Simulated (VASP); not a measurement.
Crystal: TaN.

```
CELL_PARAMETERS angstrom
0.00000 2.17900 2.17900
2.17900 0.00000 2.17900
2.17900 2.17900 0.00000
ATOMIC_POSITIONS crystal
Ta 0.50000 0.50000 0.50000
N 0.00000 0.00000 0.00000
```

```yaml
Program: VASP 6.6.1
Task: relaxation of cell and atoms
Functional: PBE
Dispersion: D3(BJ)
Potentials_or_basis: VASP PAW PBE potentials, release 64 (Ta_pv, N)
Cutoff: 600 eV
k_mesh: 11 × 11 × 11
Occupations: fermi-dirac, width 0.05 eV
Spin: no spin polarisation
```

At the start: pressure 7.6 GPa; volume 10.35 Å³/atom.

Task: Where does the relaxation end?

Result: Over 3 steps the energy falls by 5.1 meV/atom and the volume is 10.57 Å³/atom (+2.1 %); space group Fm-3m (No. 225, to 0.05 Å).

Step by step:
```csv
step,energy change (eV),largest force (eV/Å),pressure (GPa),volume (Å³)
1,0.0000,0.0000,7.63,20.69
2,0.0440,0.0000,-15.40,22.20
3,-0.0102,0.0000,-0.10,21.14
```

Final structure:
```xyz
2
Lattice="0.0000 2.1945 2.1945 2.1945 0.0000 2.1945 2.1945 2.1945 0.0000" Properties=species:S:1:pos:R:3 pbc="T T T"
Ta    2.1945    2.1945    2.1945
N     0.0000    0.0000    0.0000
```

Caveat: pairwise dispersion overbinds metals, which lowers pressure and volume.
